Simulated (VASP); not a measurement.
W, 1 atom in the cell. The structure is cubic, space group Pm-3m (No. 221). The conventional cell has a = 2.021 Å, b = 2.021 Å, c = 2.021 Å, α = 90.00°, β = 90.00°, γ = 90.00°. W (site symmetry m-3m) has 6 W at 2.02 Å within 2.7 Å.  This cell differs from its parent crystal: volume scaled by 0.45.

```yaml
Program: VASP 6.6.1
Task: density of states
Functional: PBE
Potentials_or_basis: VASP PAW PBE potentials, release 64 (W_sv)
Cutoff: 520 eV
k_mesh: 16 × 16 × 16
Occupations: fermi-dirac, width 0.1 eV
Spin: no spin polarisation
Dipole_correction: no
k_mesh_for_the_DOS: 24 × 24 × 24
Occupations_for_the_DOS: tetrahedron
Further_INCAR_settings: ALGO = Normal; EDIFF = 1e-07; NBANDS = 13
```

Potentials or basis: VASP PAW PBE potentials, release 64 (W_sv).

Launch:

```bash
$ cat potpaw_PBE.64/W_sv/POTCAR > POTCAR
$ cp INCAR.step1 INCAR
$ cp KPOINTS.step1 KPOINTS
$ mpirun -np 1 vasp_std > vasp.out
$ cp INCAR.step2 INCAR
$ cp KPOINTS.step2 KPOINTS
$ mpirun -np 1 vasp_std > vasp.out
```

Hardware: 1 thread of Intel Xeon 8259CL (shared host).

Q: How long does it take, and how much memory?

A: It took 49 s on 1 thread of Intel Xeon 8259CL, with other jobs on the host, peak memory 0.17 GiB. Counts: k points 455.
